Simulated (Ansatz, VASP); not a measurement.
**One calculation of SiC, two programs**

Contents of INCAR:

```
PREC = Accurate ; ENCUT = 520
EDIFF = 1E-6 ; ISMEAR = 0
SIGMA = 0.05 ; LREAL = False
LASPH = True ; NELM = 60
ALGO = Normal ; ISIF = 2
LWAVE = False ; LCHARG = False
GGA = PE ; NBANDS = 11
```

File KPOINTS:

```
Automatic mesh
0
Gamma
  12 12 12
```

File POSCAR:

```
SiC
1.0
    0.0000000000      2.1740000000      2.1740000000
    2.1740000000      0.0000000000      2.1740000000
    2.1740000000      2.1740000000      0.0000000000
Si C
1 1
Direct
   -0.0609855205      0.0000000000      0.0000000000
    0.7500000000      0.7500000000      0.7500000000
```

Input for Ansatz:

```yaml
crystal:
  lattice:
    - [0.0, 2.174, 2.174]
    - [2.174, 0.0, 2.174]
    - [2.174, 2.174, 0.0]
  atoms:
    - { symbol: Si, position: [-0.0609855205, 0.0, 0.0] }
    - { symbol: C, position: [0.75, 0.75, 0.75] }
basis:
  ecutwfc: 420
kpoints:
  mp_grid: { grid: [12, 12, 12] }
hamiltonian:
  xc: pbe
scf:
  occupations: { method: gaussian, width: 0.05 }
output:
  forces: true
  stress: true
  eigenvalues: true
  write_density: true
  write_potential: true
  elf: true
  volumetric_format: npy
```

Change from the starting cell: all Si atoms moved +0.188 Å, as atom 1 towards its neighbour atom 1 (Si) at 3.075 Å.

Alike in both runs: task single point; functional PBE; k mesh 12 × 12 × 12; occupations gaussian, width 0.05 eV; no spin polarisation.

|  | VASP | Ansatz |
| --- | --- | --- |
| version | VASP 6.6.1 | Ansatz 0.2.0 |
| potentials or method | VASP PAW PBE potentials, release 64 (Si, C), cutoff 520 eV | scalar-relativistic, plane waves, PAW |
| valence electrons in the cell | 8 | 8 |

```tsv
	VASP	Ansatz	Ansatz less VASP
gap on the k mesh at the Fermi level (eV)	0.48	0.48	+0.005
least direct gap on the mesh (eV)	4.15	4.15	+0.003
pressure (GPa)	9.1	9.2	+0.08
traceless stress, the component that is largest in VASP (GPa)	9.80	9.81	+0.011
rms of the force components (eV/Å)	2.288	2.288	+0.0006
```

Atom by atom the forces differ by 0.001 eV/Å (rms over components).
